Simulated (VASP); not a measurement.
Write the native input for VASP 6.6.1 that does the following.

| Item | Value |
| --- | --- |
| Task | single point |
| Functional | LDA |
| Potentials or basis | VASP PAW LDA potentials, release 64 (Mg, S) |
| Cutoff | 520 eV |
| k mesh | 6 × 6 × 4 |
| Occupations | gaussian, width 0.02 eV |
| Spin | no spin polarisation |
| Dipole correction | no |
| Further INCAR settings | ALGO = Normal; EDIFF = 1e-07; NBANDS = 16 |

The structure of MgS lies in POSCAR:

```
MgS
1.0
    4.0546560487      0.0000000000      0.0000000000
   -2.0273280244      3.5114351418      0.0000000000
    0.0000000000      0.0000000000      6.4907642878
Mg S
2 2
Direct
    0.6666666667      0.3333333333      0.4970164499
    0.3333333333      0.6666666667      0.9970164499
    0.3333333333      0.6666666667      0.3779825501
    0.6666666667      0.3333333333      0.8779825501
```

The input as run:

INCAR

```
SYSTEM = MgS
ALGO = Normal ; EDIFF = 1E-7
ENCUT = 520 ; GGA = CA
ISIF = 2 ; ISMEAR = 0
LASPH = .True. ; LCHARG = .True.
LELF = .True. ; LREAL = .False.
LVHAR = .True. ; LWAVE = .False.
NBANDS = 16 ; NELM = 100
PREC = Accurate ; SIGMA = 0.02
```

KPOINTS

```
k-points
0
Gamma
  6 6 4
  0 0 0
```

Potentials or basis: VASP PAW LDA potentials, release 64 (Mg, S).

Run with:

```sh
$ cat potpaw_LDA.64/Mg/POTCAR potpaw_LDA.64/S/POTCAR > POTCAR
$ mpirun -np 1 vasp_std > vasp.out
```

It gave:

| Property | Result |
| --- | --- |
| Pressure | -3.3 GPa |
| Largest force | 0.006 eV/Å |
| Band gap on the k mesh | 3.10 eV, direct |

Run time: 11 s on 1 thread of Intel(R) Xeon(R) 6975P-C (Granite Rapids), with other jobs on the host, peak memory 0.18 GiB.
